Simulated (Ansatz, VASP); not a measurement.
**Co in VASP and in Ansatz**

The input INCAR:

```
  PREC = Accurate
  ENCUT = 520
  EDIFF = 1E-7
  ISMEAR = -1
  SIGMA = 0.03
  LREAL = False
  LASPH = True
  NELM = 100
  ALGO = Normal
  ISIF = 2
  LWAVE = False
  LCHARG = False
  NBANDS = 16
```

The input KPOINTS:

```
regular mesh
0
Gamma
  15 15 8
```

POSCAR

```
Co
1.0
    2.3995686430      0.0000000000      0.0000000000
   -1.1997843215      2.0780874030      0.0000000000
    0.0000000000      0.0000000000      3.8656883379
Co
2
Direct
    0.3333333333      0.6666666667      0.2500000000
    0.6666666667      0.3333333333      0.7500000000
```

Input for Ansatz:

```yaml
crystal:
  lattice:
    - [2.399568643, 0.0, 0.0]
    - [-1.1997843215, 2.078087403, 0.0]
    - [0.0, 0.0, 3.8656883379]
  atoms:
    - { symbol: Co, position: [0.3333333333, 0.6666666667, 0.25] }
    - { symbol: Co, position: [0.6666666667, 0.3333333333, 0.75] }
hamiltonian:
  xc: lda
  pseudopotentials:
    kind: paw
    azcp:
      Co: "pseudopotentials/Co.paw.azcp"
basis:
  ecutwfc: 420
  fft_grid_basis: typed
kpoints:
  mp_grid: { grid: [15, 15, 8], shift: [0, 0, 0] }
magnetization:
  spin_polarized: false
scf:
  occupations: { method: fermi_dirac, width: 0.03 }
  lower_state_search: "off"
output:
  stress: true
```

Alike in both runs: task single point; functional LDA; k mesh 15 × 15 × 8; occupations fermi-dirac, width 0.03 eV; no spin polarisation.

|  | VASP | Ansatz |
| --- | --- | --- |
| version | VASP 6.6.1 | Ansatz 0.2.0 |
| potentials or method | VASP PAW LDA potentials, release 64 (Co), cutoff 520 eV | plane waves (420 eV) with PAW, scalar-relativistic |
| valence electrons in the cell | 18 | 34 |

```tsv
	VASP	Ansatz	Ansatz less VASP
pressure (GPa)	-1.8	-1.0	+0.88
traceless stress, the component that is largest in VASP (GPa)	-0.03	0.07	+0.093
```

Ansatz warns that its potentials were made for another functional, while VASP's fit it. LDA's correlation is that of Perdew and Zunger in VASP and of Perdew and Wang (1992) in Ansatz. VASP's potentials hold 18 valence electrons a cell and Ansatz's 34, so a difference there can come from the potentials and not from the codes.
